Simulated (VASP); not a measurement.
# SrO (P4/mmm) in VASP: single point with HSE06

Aim: the single point of SrO with HSE06.

All numbers are computed with VASP 6.6.1; they aren't measurements. Logs are shortened: lines on timing, memory, paths and dates and some standing lists are left out, and cuts for length are marked.

## 1. The cell of the first run

Symmetry: P4/mmm, No. 123, tetragonal system. The conventional cell has a = 3.051 Å, b = 3.051 Å, c = 3.103 Å, α = 90.00°, β = 90.00°, γ = 90.00°. Within 3.5 Å of Sr (site symmetry 4/mmm) lie 8 O at 2.66 Å and 6 Sr at 3.05 to 3.10 Å. O (site symmetry 4/mmm) has 8 Sr at 2.66 Å and 6 O at 3.05 to 3.10 Å within 3.5 Å.

## 2. Single point, HSE06 (biaxial xy strain -1.7%)

Contents of POSCAR:

```
SrO
1.0
    3.0510472231      0.0000000000      0.0000000000
    0.0000000000      3.0510472231      0.0000000000
    0.0000000000      0.0000000000      3.1028650697
Sr O
1 1
Direct
    0.0000000000      0.0000000000      0.0000000000
    0.5000000000      0.5000000000      0.5000000000
```

Contents of INCAR.step1:

```
SYSTEM = SrO
PREC     = Accurate       ! precision mode
ENCUT    = 520            ! plane-wave cutoff, eV
EDIFF    = 1E-5           ! SCF threshold, eV
ISMEAR   = 0              ! smearing method
SIGMA    = 0.01           ! smearing width, eV
LREAL    = .FALSE.        ! projectors in reciprocal space
LASPH    = .TRUE.         ! aspherical terms in the spheres
NELM     = 80             ! most SCF steps
ALGO     = Normal         ! electronic algorithm
ISIF     = 2              ! what is computed and relaxed
LWAVE    = .TRUE.         ! write WAVECAR
LCHARG   = .FALSE.        ! write CHGCAR
NBANDS   = 15             ! bands
GGA      = PE             ! functional
```

Contents of INCAR.step2:

```
SYSTEM = SrO
PREC     = Accurate       ! precision mode
ENCUT    = 520            ! plane-wave cutoff, eV
EDIFF    = 1E-7           ! SCF threshold, eV
ISMEAR   = 0              ! smearing method
SIGMA    = 0.01           ! smearing width, eV
LREAL    = .FALSE.        ! projectors in reciprocal space
LASPH    = .TRUE.         ! aspherical terms in the spheres
NELM     = 80             ! most SCF steps
ALGO     = Normal         ! electronic algorithm
ISIF     = 2              ! what is computed and relaxed
LWAVE    = .FALSE.        ! write WAVECAR
LCHARG   = .FALSE.        ! write CHGCAR
GGA      = PE             ! functional
LHFCALC  = .TRUE.         ! exact exchange
HFSCREEN = 0.2079         ! screening, 1/A
PRECFOCK = Normal       
NBANDS   = 15             ! bands
ISTART   = 1
```

Contents of KPOINTS:

```
Automatic mesh
0
G
  6 6 6
  0 0 0
```

Potentials or basis: VASP PAW PBE potentials, release 64 (Sr_sv, O).

Run with:

```sh
$ cat potpaw_PBE.64/Sr_sv/POTCAR potpaw_PBE.64/O/POTCAR > POTCAR
$ cp INCAR.step1 INCAR
$ mpirun -np 1 vasp_std > vasp.out
$ cp INCAR.step2 INCAR
$ mpirun -np 1 vasp_std > vasp.out
```

OUTCAR:

```text
SYSTEM = SrO
   PREC = Accurate
   ENCUT = 520
   EDIFF = 1E-7
   ISMEAR = 0
   LREAL = .FALSE.
   LASPH = .TRUE.
   NELM = 80
   ISIF = 2
   GGA = PE
   LHFCALC = .TRUE.
   HFSCREEN = 0.2079
   PRECFOCK = Normal
   ISTART = 1

 ion  position               nearest neighbor table
   1  0.000  0.000  0.000-   2 2.66   2 2.66   2 2.66   2 2.66   2 2.66   2 2.66   2 2.66   2 2.66

   2  0.500  0.500  0.500-   1 2.66   1 2.66   1 2.66   1 2.66   1 2.66   1 2.66   1 2.66   1 2.66

  LATTYP: Found a simple tetragonal cell.
 ALAT       =     3.0510472231
 C/A-ratio  =     1.0169836265

  Lattice vectors:

 A1 = (   3.0510472231,   0.0000000000,   0.0000000000)
 A2 = (   0.0000000000,   3.0510472231,   0.0000000000)
 A3 = (   0.0000000000,   0.0000000000,   3.1028650697)

Analysis of symmetry for initial positions (statically):
=====================================================================
 Subroutine PRICEL returns:
 Original cell was already a primitive cell.

 Routine SETGRP: Setting up the symmetry group for a
 simple tetragonal supercell.

 Subroutine GETGRP returns: Found 16 space group operations
 (whereof 16 operations were pure point group operations)
 out of a pool of 16 trial point group operations.

The static configuration has the point symmetry D_4h.

Analysis of symmetry for dynamics (positions and initial velocities):
=====================================================================
 Subroutine PRICEL returns:
 Original cell was already a primitive cell.

 Routine SETGRP: Setting up the symmetry group for a
 simple tetragonal supercell.

 Subroutine GETGRP returns: Found 16 space group operations
 (whereof 16 operations were pure point group operations)
 out of a pool of 16 trial point group operations.

The dynamic configuration has the point symmetry D_4h.

 Subroutine INISYM returns: Found 16 space group operations
 (whereof 16 operations are pure point group operations),
 and found     1 'primitive' translations

----------------------------------------------------------------------------------------

                                     Primitive cell

  volume of cell :      28.8842

  direct lattice vectors                    reciprocal lattice vectors
     3.051047223  0.000000000  0.000000000     0.327756317  0.000000000  0.000000000
     0.000000000  3.051047223  0.000000000     0.000000000  0.327756317  0.000000000
     0.000000000  0.000000000  3.102865070     0.000000000  0.000000000  0.322282786
[... 103 lines left out ...]
     AMIX     =   0.40;   BMIX     =  1.00
     AMIX_MAG =   1.60;   BMIX_MAG =  1.00
  volume/ion in A,a.u.               =      14.44        97.46
  Fermi-wavevector in a.u.,A,eV,Ry     =   1.344501  2.540739 24.595032  1.807684
  Thomas-Fermi vector in A             =   2.472490
   LORBIT       =      0    0 simple, 1 ext, 2 COOP (PROOUT), +10 PAW based schemes
   GGA     = PE    functional components
   LHFCALC =     T    Hartree Fock is set to
   PRECFOCK=normal    Normal, Fast or Accurate (Low or Medium for compatibility)
   ENCUT4O =  -1.0   cutoff for four orbital integrals eV
   NKREDX  =     1    reduce k-point grid by
   NKREDY  =     1    reduce k-point grid by
   NKREDZ  =     1    reduce k-point grid by
   AEXX    =    0.2500 exact exchange contribution
   HFSCREEN=    0.2079 screening length (either q_TF or 0.3 A-1)
   HFSCREENC=   0.2079 screening length for correlation (either q_TF or 0.3 A-1)
   ENCUTFOCK=  -1.0 apply spherical cutoff to Coloumb kernel
   IVDW    =     0    specifies the selected vdW correction
   LEPSILON=     F    determine dielectric tensor
   LRPA    =     F    only Hartree local field effects (RPA)
 non-spin polarized calculation
 Gauss-broadening in eV      SIGMA  =   0.01
  energy-cutoff  :      520.00
  volume of cell :       28.88
 maximum number of plane-waves:       796
 NGX is ok and might be reduce to    24
  NGX = 18; NGY = 18; NGZ = 18

 number of electron      16.0000006 magnetization

 Free energy of the ion-electron system (eV)
  ---------------------------------------------------
  ext. energy  EPLUGINS =         0.00000000
  ---------------------------------------------------
  free energy    TOTEN  =       -13.33883710 eV

  energy without entropy =      -13.33883710  energy(sigma->0) =      -13.33883710

 E-fermi :   2.4975     XC(G=0):  -9.0349

 val. band max:        2.3206802555   @ k =   0.5000   0.0000   0.5000
 cond. band min:       6.5410650534   @ k =   0.0000   0.0000   0.0000
 fundamental gap:      4.2203847979
 Fermi energy:         2.4975231906

 k-point     1 :       0.0000    0.0000    0.0000
  band No.  band energies     occupation
      1     -33.5464      2.00000
      2     -15.0014      2.00000
      3     -13.3933      2.00000
      4     -13.3081      2.00000
      5     -13.3081      2.00000
      6       2.1599      2.00000
      7       2.2691      2.00000
      8       2.2691      2.00000
      9       6.5411      0.00000
     10       6.5559      0.00000
     11       8.9758      0.00000
     12      14.9792      0.00000
     13      14.9792      0.00000
     14      15.1666      0.00000
[... 401 lines left out ...]
      2     -15.9300      2.00000
      3     -14.4979      2.00000
      4     -13.7217      2.00000
      5     -12.9286      2.00000
      6       0.4679      2.00000
      7       1.0410      2.00000
      8       2.1302      2.00000
      9       8.4416      0.00000
     10       9.4464      0.00000
     11      12.2045      0.00000
     12      12.5969      0.00000
     13      14.4481      0.00000
     14      18.2436      0.00000
     15      20.3712      0.00000

 [... further k-points ...]

------------------------ aborting loop because EDIFF is reached ----------------------------------------

  FORCE on cell =-STRESS in cart. coord.  units (eV):
  Direction    XX          YY          ZZ          XY          YZ          ZX
  --------------------------------------------------------------------------------------
  -------------------------------------------------------------------------------------
  Total        1.0943133      1.0943133      0.0866521      0.0000000     -0.0000000      0.0000000
  in kB       60.7003930     60.7003930      4.8064975      0.0000000     -0.0000000      0.0000000
  external PRESSURE =      42.0690945 kB  Pullay stress =       0.0000000 kB

 VOLUME and BASIS-vectors are now :
 -----------------------------------------------------------------------------
  energy-cutoff  :      520.00
  volume of cell :       28.88
      direct lattice vectors                 reciprocal lattice vectors
     3.051047223  0.000000000  0.000000000     0.327756317  0.000000000  0.000000000
     0.000000000  3.051047223  0.000000000     0.000000000  0.327756317  0.000000000
     0.000000000  0.000000000  3.102865070     0.000000000  0.000000000  0.322282786

 POSITION                                       TOTAL-FORCE (eV/Angst)
 -----------------------------------------------------------------------------------
      0.00000      0.00000      0.00000         0.000000      0.000000      0.000000
      1.52552      1.52552      1.55143         0.000000      0.000000      0.000000
 -----------------------------------------------------------------------------------
    total drift:                                0.000000      0.000000     -0.000001

  FREE ENERGIE OF THE ION-ELECTRON SYSTEM (eV)
  ---------------------------------------------------
  free  energy   TOTEN  =       -13.3388370954 eV

  energy  without entropy=      -13.3388370954  energy(sigma->0) =      -13.33883710
```

OSZICAR.step1:

```text
N       E                     dE             d eps       ncg     rms          rms(c)
DAV:   1     0.616329335420E+02    0.61633E+02   -0.86560E+03  1200   0.106E+03
DAV:   2    -0.106298880134E+02   -0.72263E+02   -0.67669E+02  1650   0.223E+02
DAV:   3    -0.131394578260E+02   -0.25096E+01   -0.24948E+01  1506   0.361E+01
DAV:   4    -0.131778170275E+02   -0.38359E-01   -0.38349E-01  1588   0.441E+00
DAV:   5    -0.131789672551E+02   -0.11502E-02   -0.11502E-02  1543   0.562E-01    0.168E+01
DAV:   6    -0.112999021988E+02    0.18791E+01   -0.47832E+00  1284   0.181E+01    0.190E+01
DAV:   7    -0.112039247626E+02    0.95977E-01   -0.25537E-01  1333   0.397E+00    0.112E+01
DAV:   8    -0.111693633534E+02    0.34561E-01   -0.11651E-01  1459   0.328E+00    0.954E-01
DAV:   9    -0.111704037524E+02   -0.10404E-02   -0.67872E-03  1625   0.671E-01    0.248E-01
DAV:  10    -0.111703494794E+02    0.54273E-04   -0.70126E-04  1382   0.283E-01    0.838E-02
DAV:  11    -0.111703940483E+02   -0.44569E-04   -0.81570E-05  1394   0.858E-02    0.363E-02
DAV:  12    -0.111703947631E+02   -0.71480E-06   -0.91704E-06  1218   0.341E-02
   1 F= -.11170395E+02 E0= -.11170395E+02  d E =-.791163E-77
```

Run time: 64 min. Hardware: 1 thread of Intel Xeon Platinum 8259CL at 2.50GHz (Skylake/Cascade Lake), shared host; peak memory 0.26 GiB.

Results:

| Item | Value |
| --- | --- |
| Free energy | -13.3388 eV |
| Pressure | 4.2 GPa |
| Band gap on the k mesh | 4.22 eV (least direct gap 4.27 eV) |

Stress tensor (GPa, compression positive):
```
6.07 0.00 0.00
0.00 6.07 0.00
0.00 0.00 0.48
```

Caveat: the cell differs from its parent crystal (biaxial xy strain -1.7%); the stress differs along the axes, from 0 to 6 GPa; the structure was generated, so it needn't be the stable form of SrO; the PAW data sets were made with another functional, which shifts forces and pressure a little. A k mesh can miss the band edges.
